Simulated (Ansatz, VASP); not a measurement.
Hf in VASP and in Ansatz

INCAR

```
  PREC = Accurate
  ENCUT = 400
  EDIFF = 1E-6
  ISMEAR = 1
  SIGMA = 0.1
  LREAL = F
  LASPH = T
  NELM = 120
  ALGO = Normal
  ISIF = 2
  LWAVE = F
  LCHARG = F
  LDIPOL = T
  IDIPOL = 3
  DIPOL = 0.5 0.5 0.435
  GGA = PE
  IVDW = 12
  NBANDS = 22
  GGA_COMPAT = F
  NELMDL = -8
```

The input KPOINTS:

```
regular mesh
0
Gamma
  12 12 1
```

POSCAR

```
Hf
1.0
    3.0912746496      0.0000000000      0.0000000000
   -1.5456373248      2.6771223766      0.0000000000
    0.0000000000      0.0000000000     21.9067976069
Hf
3
Direct
    0.6666666667      0.3333333333      0.3195355216
    0.3333333333      0.6666666667      0.4303655864
    0.6666666667      0.3333333333      0.5542915208
```

Input for Ansatz:

```yaml
crystal:
  lattice:
    - [3.0912746496, 0.0, 0.0]
    - [-1.5456373248, 2.6771223766, 0.0]
    - [0.0, 0.0, 21.9067976069]
  atoms:
    - { symbol: Hf, position: [0.6666666667, 0.3333333333, 0.3195355216] }
    - { symbol: Hf, position: [0.3333333333, 0.6666666667, 0.4303655864] }
    - { symbol: Hf, position: [0.6666666667, 0.3333333333, 0.5542915208] }
basis:
  ecutwfc: 420
kpoints:
  mp_grid: { grid: [12, 12, 1] }
hamiltonian:
  xc: pbe
  dispersion: d3bj
  pseudopotentials: { kind: paw, azcp: { folder: soft_1 } }
scf:
  occupations: { method: methfessel_paxton, width: 0.1 }
  n_extra_bands: 7
  max_iter: 160
output:
  forces: true
  eigenvalues: true
  write_density: true
  write_potential: true
  elf: true
  volumetric_format: npy
efield:
  axis: 3
  dipole_correction: true
```

Alike in both runs: task single point; functional PBE; dispersion D3(BJ); k mesh 12 × 12 × 1; occupations methfessel-paxton of order 1, width 0.1 eV; no spin polarisation.

|  | VASP | Ansatz |
| --- | --- | --- |
| version | VASP 6.6.1 | Ansatz 0.2.0 |
| potentials or method | VASP PAW PBE potentials, release 64 (Hf_pv), cutoff 400 eV | scalar-relativistic, plane waves, PAW |
| valence electrons in the cell | 30 | 78 |

Ansatz gave:

| Item | Value |
| --- | --- |
| gap on the k mesh at the Fermi level (eV) | none |
| rms of the force components (eV/Å) | 0.289 |

Which values does VASP return?

gap on the k mesh at the Fermi level (eV): none; rms of the force components (eV/Å): 0.286.

Atom by atom the forces differ by 0.019 eV/Å (rms over components). A gap of «none» marks a metal or a gap that the smearing closes. VASP's potentials hold 30 valence electrons a cell and Ansatz's 78, so a difference there can come from the potentials and not from the codes. Ansatz's warnings: xc potential rough in thin density.

Neither program's run includes spin-orbit coupling.
